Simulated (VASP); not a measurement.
NbTe, 2 atoms in the cell. It takes space group P-6m2 (No. 187, hexagonal). The conventional cell has a = 3.703 Å, b = 3.703 Å, c = 3.694 Å, α = 90.00°, β = 90.00°, γ = 120.00°. Te (site symmetry -6m2) has 6 Nb at 2.83 Å and 8 Te at 3.69 to 3.70 Å within 3.8 Å. Within 3.8 Å of Nb (site symmetry -6m2) lie 6 Te at 2.83 Å and 8 Nb at 3.69 to 3.70 Å. 

| Property | Result |
| --- | --- |
| Program | VASP 6.6.1 |
| Task | relaxation of cell and atoms |
| Functional | RPBE |
| Potentials or basis | VASP PAW PBE potentials, release 64 (Te, Nb_sv) |
| Cutoff | 600 eV |
| k mesh | 8 × 8 × 7 |
| Occupations | fermi-dirac, width 0.05 eV |
| Spin | no spin polarisation |
| Dipole correction | no |
| Further INCAR settings | ALGO = Normal; EDIFF = 1e-07; IBRION = 2; EDIFFG = -0.01; NSW = 60; ISIF = 3 |

Potentials or basis: VASP PAW PBE potentials, release 64 (Te, Nb_sv).

Command:

```sh
$ cat potpaw_PBE.64/Te/POTCAR potpaw_PBE.64/Nb_sv/POTCAR > POTCAR
$ mpirun -np 1 vasp_std > vasp.out
```

Hardware: 1 thread of Intel Xeon 8259CL, with other jobs on the host.

How long does it take, and how much memory?

Wall time 2.7 min on 1 thread of Intel Xeon 8259CL (shared host), peak memory 0.2 GiB. Counts: scf iterations 58, k points 40, ion steps 6.
